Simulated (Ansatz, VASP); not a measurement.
**Al: VASP beside Ansatz**

File INCAR:

```
SYSTEM = Al
ALGO     = Normal         ! electronic algorithm
EDIFF    = 1E-6           ! SCF threshold, eV
ENCUT    = 520            ! plane-wave cutoff, eV
GGA      = PS             ! functional
ISIF     = 2              ! what is computed and relaxed
ISMEAR   = 0              ! smearing method
IVDW     = 12             ! dispersion correction
LASPH    = .TRUE.         ! aspherical terms in the spheres
LCHARG   = .FALSE.        ! write CHGCAR
LREAL    = .FALSE.        ! projectors in reciprocal space
LWAVE    = .FALSE.        ! write WAVECAR
NBANDS   = 8              ! bands
NELM     = 80             ! most SCF steps
PREC     = Accurate       ! precision mode
SIGMA    = 0.15           ! smearing width, eV
```

Contents of KPOINTS:

```
k-points
0
G
  20 20 20
  0 0 0
```

POSCAR

```
Al
1.0
    0.0000000000      1.9632606000      2.0846994000
    1.9632606000      0.0000000000      2.0846994000
    1.9632606000      1.9632606000      0.0000000000
Al
1
Direct
    0.0000000000      0.0000000000      0.0000000000
```

Input for Ansatz:

```yaml
crystal:
  lattice:
    - [0.0, 1.9632606, 2.0846994]
    - [1.9632606, 0.0, 2.0846994]
    - [1.9632606, 1.9632606, 0.0]
  atoms:
    - { symbol: Al, position: [0.0, 0.0, 0.0] }
basis:
  ecutwfc: 420
kpoints:
  mp_grid: { grid: [20, 20, 20] }
hamiltonian:
  xc: pbesol
  dispersion: d3bj
scf:
  occupations: { method: gaussian, width: 0.15 }
output:
  forces: true
  stress: true
  eigenvalues: true
```

Change from the starting cell: strain -0.030 along x and y, +0.030 along z, atoms carried along.

Alike in both runs: task single point; functional PBEsol; dispersion D3(BJ); k mesh 20 × 20 × 20; occupations gaussian, width 0.15 eV; no spin polarisation.

```csv
,VASP,Ansatz
version,VASP 6.6.1,Ansatz 0.2.0
potentials or method,"VASP PAW PBE potentials, release 64 (Al), cutoff 520 eV","scalar-relativistic, plane waves, PAW"
valence electrons in the cell,3,3
```

|  | VASP | Ansatz | Ansatz less VASP |
| --- | --- | --- | --- |
| gap on the k mesh at the Fermi level (eV) | none | none | - |
| pressure (GPa) | -2.5 | -2.5 | -0.07 |
| traceless stress, the component that is largest in VASP (GPa) | -2.56 | -2.54 | +0.019 |

VASP's potentials were made for PBE, not for PBEsol. A gap of «none» marks a metal or a gap that the smearing closes.
